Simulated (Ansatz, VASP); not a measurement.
# Sr3O2: VASP beside Ansatz

```
CELL_PARAMETERS angstrom
5.02707 0.00000 0.00000
0.00000 5.02707 0.00000
0.00000 0.00000 5.02707
ATOMIC_POSITIONS crystal
Sr 0.00000 0.50000 0.50000
Sr 0.50000 0.00000 0.50000
Sr 0.50000 0.50000 0.00000
O 0.50000 0.50000 0.50000
O 0.00000 0.00000 0.00000
```

Alike in both runs: functional PBE; k mesh 4 × 4 × 4; occupations gaussian, width 0.1 eV; no spin polarisation.

Ansatz relaxed the structure, and its values are those at the end. VASP's run is a single point on that final structure, the one shown.

|  | VASP | Ansatz |
| --- | --- | --- |
| version | VASP 6.6.1 | Ansatz 0.2.0 |
| potentials or method | VASP PAW PBE potentials, release 64 (Sr_sv, O), cutoff 520 eV | scalar-relativistic, plane waves, PAW |
| valence electrons in the cell | 42 | 42 |

```csv
,VASP,Ansatz,Ansatz less VASP
gap on the k mesh at the Fermi level (eV),none,none,-
pressure (GPa),0.1,-0.1,-0.19
```

A gap of «none» marks a metal or a gap that the smearing closes.
